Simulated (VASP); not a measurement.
A run of VASP 6.6.1 is set up as follows.

Contents of INCAR:

```
SYSTEM = HfB
PREC = Accurate
ENCUT = 520
EDIFF = 1E-7
ISMEAR = 0
SIGMA = 0.15
LREAL = .FALSE.
LASPH = .TRUE.
NELM = 80
ALGO = Normal
ISIF = 2
LWAVE = .FALSE.
LCHARG = .FALSE.
GGA = PE
NBANDS = 14
```

KPOINTS

```
regular mesh
0
G
  16 16 16
  0 0 0
```

The input POSCAR:

```
HfB
1.0
    0.0000000000      2.4168788130      2.4168788130
    2.5860603299      0.0000000000      2.4168788130
    2.5860603299      2.4168788130      0.0000000000
Hf B
1 1
Direct
    0.4992607628      0.5007392372      0.5007392372
    0.0122058251     -0.0122058251     -0.0122058251
```

Potentials or basis: VASP PAW PBE potentials, release 64 (Hf_pv, B).

Launch:

```bash
$ cat potpaw_PBE.64/Hf_pv/POTCAR potpaw_PBE.64/B/POTCAR > POTCAR
$ mpirun -np 1 vasp_std > vasp.out
```

Task: Estimate the band gap on the k mesh.

Result: Zero (an odd number of electrons rules out a gap without spin polarisation).

Task: Predict the largest force.

Result: 0.214 eV/Å.

Task: Estimate the pressure.

Result: -8.8 GPa.

Stress tensor (GPa, compression positive):
```
-19.29   0.00   0.00
  0.00  -3.52   0.00
  0.00   0.00  -3.52
```

Caveat: the cell differs from its parent crystal (atoms displaced along a vibrational mode, the cell strained); the cell stands under tension; spin-orbit coupling is left out, which moves the levels of the heavy elements.
